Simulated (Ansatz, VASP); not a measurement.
One calculation of BP2, two programs

Contents of INCAR:

```
SYSTEM = BP2
PREC = Accurate
ENCUT = 520
EDIFF = 1E-7
ISMEAR = 0
SIGMA = 0.2
LREAL = .False.
LASPH = .True.
NELM = 60
ALGO = Normal
ISIF = 2
LWAVE = .False.
LCHARG = .False.
GGA = PE
NBANDS = 38
```

The input KPOINTS:

```
Automatic mesh
0
Gamma
  6 6 2
  0 0 0
```

Contents of POSCAR:

```
BP2
1.0
    3.2634810981      0.0000000000      0.0000000000
   -1.6317405491      2.8262575357      0.0000000000
    0.0000000000      0.0000000000     17.7384952514
B P
4 8
Direct
    1.0000000000      0.0000000000      0.1684879357
    0.0000000000      0.0000000000      0.6684879357
    0.6666666667      0.3333333333      0.0209766662
    0.6666666667      0.3333333333      0.5209766662
    0.0000000000      0.0000000000      0.2798690074
    1.0000000000      1.0000000000      0.7798690074
    0.6666666667      0.3333333333      0.1324440572
    0.6666666667      0.3333333333      0.6324440572
    0.3333333333      0.6666666667      0.4846863464
    0.3333333333      0.6666666667      0.9846863464
    0.6666666667      0.3333333333      0.3470359871
    0.6666666667      0.3333333333      0.8470359871
```

Input for Ansatz:

```yaml
crystal:
  lattice:
    - [3.2634810981, 0.0, 0.0]
    - [-1.6317405491, 2.8262575357, 0.0]
    - [0.0, 0.0, 17.7384952514]
  atoms:
    - { symbol: B, position: [1.0, 0.0, 0.1684879357] }
    - { symbol: B, position: [0.0, 0.0, 0.6684879357] }
    - { symbol: B, position: [0.6666666667, 0.3333333333, 0.0209766662] }
    - { symbol: B, position: [0.6666666667, 0.3333333333, 0.5209766662] }
    - { symbol: P, position: [0.0, 0.0, 0.2798690074] }
    - { symbol: P, position: [1.0, 1.0, 0.7798690074] }
    - { symbol: P, position: [0.6666666667, 0.3333333333, 0.1324440572] }
    - { symbol: P, position: [0.6666666667, 0.3333333333, 0.6324440572] }
    - { symbol: P, position: [0.3333333333, 0.6666666667, 0.4846863464] }
    - { symbol: P, position: [0.3333333333, 0.6666666667, 0.9846863464] }
    - { symbol: P, position: [0.6666666667, 0.3333333333, 0.3470359871] }
    - { symbol: P, position: [0.6666666667, 0.3333333333, 0.8470359871] }
basis:
  ecutwfc: 420
kpoints:
  mp_grid: { grid: [6, 6, 2] }
hamiltonian:
  xc: pbe
scf:
  occupations: { method: gaussian, width: 0.2 }
  lower_state_search: "off"
output:
  forces: true
  stress: true
  eigenvalues: true
```

Alike in both runs: task single point; functional PBE; k mesh 6 × 6 × 2; occupations gaussian, width 0.2 eV; no spin polarisation.

```csv
,VASP,Ansatz
version,VASP 6.6.1,Ansatz 0.2.0
potentials or method,"VASP PAW PBE potentials, release 64 (B, P), cutoff 520 eV","scalar-relativistic, plane waves, PAW"
valence electrons in the cell,52,52
```

VASP gave:

- gap on the k mesh at the Fermi level (eV): none
- pressure (GPa): -0.1
- traceless stress, the component that is largest in VASP (GPa): -0.66
- rms of the force components (eV/Å): 0.036

Q: Which values does Ansatz return?

A: gap on the k mesh at the Fermi level (eV): none; pressure (GPa): 0.1; traceless stress, the component that is largest in VASP (GPa): -0.72; rms of the force components (eV/Å): 0.020.

Atom by atom the forces differ by 0.017 eV/Å (rms over components). A gap of «none» marks a metal or a gap that the smearing closes. The functional is the same, so the differences come from potentials, cutoffs and numerics.

The k mesh is coarse, so the values compare programs but aren't converged.
